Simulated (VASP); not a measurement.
Crystal: Cu.

```
CELL_PARAMETERS angstrom
-2.20832 2.20832 1.20468
2.20832 -2.20832 1.20468
2.20832 2.20832 -1.20468
ATOMIC_POSITIONS crystal
Cu 0.00000 0.00000 0.00000
Cu 0.75000 0.25000 0.50000
```

| Item | Value |
| --- | --- |
| Program | VASP 6.6.1 |
| Task | relaxation of cell and atoms |
| Functional | PBEsol |
| Potentials or basis | VASP PAW PBE potentials, release 64 (Cu_sv_GW) |
| Cutoff | 700 eV |
| k mesh | 8 × 8 × 8 |
| Occupations | gaussian, width 0.1 eV |
| Spin | no spin polarisation |

At the start: pressure 4.4 GPa; volume 11.75 Å³/atom.

How do energy, volume and symmetry change on relaxing?

Over 5 steps the energy falls by 17.6 meV/atom and the volume is 12.06 Å³/atom (+2.7 %); space group I4_1/amd (No. 141, to 0.05 Å).

Step by step:
```
step  energy change (eV)  largest force (eV/Å)  pressure (GPa)  volume (Å³)
   1              0.0000                0.0000            4.44        23.50
   2             -0.0297                0.0000           -2.92        24.60
   3             -0.0340                0.0000           -1.25        24.31
   4             -0.0349                0.0000            0.64        24.03
   5             -0.0352                0.0000           -0.04        24.13
```

Final structure:
```
Cu
1.0
    -2.25814    2.25814    1.18288
     2.25814   -2.25814    1.18288
     2.25814    2.25814   -1.18288
Cu
2
Direct
  0.00000 0.00000 0.00000
  0.75000 0.25000 0.50000
```

Caveat: the k points lie up to 0.37 Å⁻¹ apart in the final cell; the PAW data sets were made with another functional, which shifts forces and pressure a little.
